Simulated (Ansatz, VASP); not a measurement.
# One calculation of C, two programs

```
C
1.0
    -2.46466    0.00000    0.00000
     0.00000    0.00000   -3.57197
     0.00000   -4.26892    0.00000
C
4
Cartesian
  -1.2323 -0.7835 0.0000
  0.0000 -2.8939 0.0000
  0.0000 -1.3510 0.0000
  -1.2323 -3.5094 0.0000
```

Change from the starting cell: mode 8 frozen in at -0.012 Å and mode 12 at -0.060 Å (largest displacements).

Alike in both runs: task single point; functional PBE; dispersion D3(BJ); k mesh 18 × 12 × 10; occupations gaussian, width 0.15 eV; no spin polarisation.

|  | VASP | Ansatz |
| --- | --- | --- |
| version | VASP 6.6.1 | Ansatz 0.2.0 |
| potentials or method | VASP PAW PBE potentials, release 64 (C), cutoff 520 eV | scalar-relativistic, plane waves, PAW |
| valence electrons in the cell | 16 | 16 |

Ansatz gave:

* gap on the k mesh at the Fermi level (eV): none
* pressure (GPa): 5.4
* traceless stress, the component that is largest in VASP (GPa): 13.61
* rms of the force components (eV/Å): 3.212

What did VASP give for the same quantities?

gap on the k mesh at the Fermi level (eV): none; pressure (GPa): 5.8; traceless stress, the component that is largest in VASP (GPa): 14.01; rms of the force components (eV/Å): 3.215.

Atom by atom the forces differ by 0.005 eV/Å (rms over components). A gap of «none» marks a metal or a gap that the smearing closes.
